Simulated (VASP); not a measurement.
A run of VASP 6.6.1 is set up as follows.

The input INCAR:

```
SYSTEM = Ru
PREC = Accurate
ENCUT = 520
EDIFF = 1E-7
ISMEAR = -1
SIGMA = 0.15
LREAL = .FALSE.
LASPH = .TRUE.
NELM = 80
ALGO = Normal
ISIF = 2
LWAVE = .FALSE.
LCHARG = .TRUE.
LELF = .TRUE.
LVHAR = .TRUE.
NBANDS = 21
```

KPOINTS

```
regular mesh
0
G
  15 15 8
  0 0 0
```

Contents of POSCAR:

```
Ru
1.0
    2.6759343850      0.0000000000      0.0000000000
   -1.3379671925      2.3174271563      0.0000000000
    0.0000000000      0.0000000000      4.2262149603
Ru
2
Direct
    0.3333333333      0.6666666667      0.2500000000
    0.6666666667      0.3333333333      0.7500000000
```

Potentials or basis: VASP PAW LDA potentials, release 64 (Ru_pv).

Launch:

```sh
$ cat potpaw_LDA.64/Ru_pv/POTCAR > POTCAR
$ mpirun -np 1 vasp_std > vasp.out
```

Task: Predict the band gap on the k mesh.

Result: Zero (band 14 reaches 15.03 eV, above the bottom of band 15 at 11.75 eV).

Task: Estimate the pressure.

Result: 0.9 GPa.

Stress tensor (GPa, compression positive):
```
0.91 0.00 0.00
0.00 0.91 0.00
0.00 0.00 1.00
```
